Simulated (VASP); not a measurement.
Set up this calculation in VASP 6.6.1, as the native input.

| Item | Value |
| --- | --- |
| Task | single point |
| Functional | PBE |
| Potentials or basis | VASP PAW PBE potentials, release 64 (Hf_pv, Br) |
| Cutoff | 520 eV |
| k mesh | 18 × 18 × 6 |
| Occupations | gaussian, width 0.1 eV |
| Spin | no spin polarisation |
| Dipole correction | no |
| Further INCAR settings | ALGO = Normal; EDIFF = 1e-06; NBANDS = 26 |

The structure of Hf3Br lies in POSCAR:

```
Hf3Br
1.0
    3.2865602417      0.0000000000      0.0000000000
   -1.6432801208      2.8462446603      0.0000000000
    0.0000000000      0.0000000000      9.3676334782
Hf Br
3 1
Direct
    0.0000000000      0.0000000000      0.0000000000
    0.6666666667      0.3333333333      0.7388081725
    0.6666666667      0.3333333333      0.2611918275
    0.0000000000      0.0000000000      0.5000000000
```

The cell was built from a structure type or drawn by symmetry, and may not be a known phase.

One way to write it, as run:

INCAR

```
  PREC = Accurate
  ENCUT = 520
  EDIFF = 1E-6
  ISMEAR = 0
  SIGMA = 0.1
  LREAL = False
  LASPH = True
  NELM = 80
  ALGO = Normal
  ISIF = 2
  LWAVE = False
  LCHARG = True
  GGA = PE
  LELF = True
  LVHAR = True
  NBANDS = 26
```

KPOINTS

```
regular mesh
0
Gamma
  18 18 6
```

Potentials or basis: VASP PAW PBE potentials, release 64 (Hf_pv, Br).

Run with:

```sh
$ cat potpaw_PBE.64/Hf_pv/POTCAR potpaw_PBE.64/Br/POTCAR > POTCAR
$ mpirun -np 1 vasp_std > vasp.out
```

It gave:

```
Pressure               : -0.5 GPa
Largest force          : 0.007 eV/Å
Band gap on the k mesh : zero (an odd number of electrons rules out a gap without spin polarisation)
```

Caveat: spin-orbit coupling is left out, which moves the levels of the heavy elements; an odd number of electrons without spin polarisation forces a metal; a magnetic or distorted state may lie lower.

Wall time 3.2 min on 1 thread of Intel(R) Xeon(R) Platinum 8488C (Sapphire Rapids), on a shared host, peak memory 0.41 GiB.
